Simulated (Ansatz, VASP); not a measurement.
**Two plane-wave programs on Ta3SiC2**

```
Ta Si C
1.0
     4.08192    0.00000    0.00000
    -2.04096    3.53504    0.00000
     0.00000    0.00000    6.51479
Ta Si C
3 1 2
Direct
  0.00000 0.00000 0.50000
  0.00000 0.00000 0.23166
  0.00000 0.00000 0.76834
  0.00000 0.00000 0.00000
  0.33333 0.66667 0.00000
  0.66667 0.33333 0.00000
```

Alike in both runs: task single point; functional PBE; k mesh 6 × 6 × 4; occupations gaussian, width 0.1 eV; no spin polarisation.

```csv
,VASP,Ansatz
version,VASP 6.6.1,Ansatz 0.2.0
potentials or method,"VASP PAW PBE potentials, release 64 (Ta_sv_GW, Si, C), cutoff 600 eV","scalar-relativistic, plane waves, PAW"
valence electrons in the cell,51,51
```

|  | VASP | Ansatz | Ansatz less VASP |
| --- | --- | --- | --- |
| gap on the k mesh at the Fermi level (eV) | none | none | - |
| rms of the force components (eV/Å) | 3.923 | 4.271 | +0.3484 |

Atom by atom the forces differ by 0.348 eV/Å (rms over components). A gap of «none» marks a metal or a gap that the smearing closes.

Spin-orbit coupling is off throughout.
